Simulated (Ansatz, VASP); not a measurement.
One calculation of In3As, two programs

```xyz
4
Lattice="4.6021 0.0000 0.0000 0.0000 4.6021 0.0000 0.0000 0.0000 4.6021" Properties=species:S:1:pos:R:3 pbc="T T T"
In    0.1909    2.4920    2.3011
In    2.3011    0.0000    2.3011
In    2.3011    2.3011    0.0000
As    0.0000    0.0000    0.0000
```

Alike in both runs: task single point; functional PBE; dispersion D3(BJ); k mesh 10 × 10 × 10; occupations gaussian, width 0.15 eV; no spin polarisation.

|  | VASP | Ansatz |
| --- | --- | --- |
| version | VASP 6.6.1 | Ansatz 0.2.0 |
| potentials or method | VASP PAW PBE potentials, release 64 (In_d, As), cutoff 520 eV | scalar-relativistic, plane waves, PAW |
| valence electrons in the cell | 44 | 54 |

```csv
,VASP,Ansatz,Ansatz less VASP
gap on the k mesh at the Fermi level (eV),none,none,-
pressure (GPa),0.5,0.5,+0.01
"traceless stress, the component that is largest in VASP (GPa)",0.40,0.40,0.000
rms of the force components (eV/Å),0.292,0.291,-0.0005
```

Atom by atom the forces differ by 0.001 eV/Å (rms over components). A gap of «none» marks a metal or a gap that the smearing closes. VASP's potentials hold 44 valence electrons a cell and Ansatz's 54, so a difference there can come from the potentials and not from the codes.
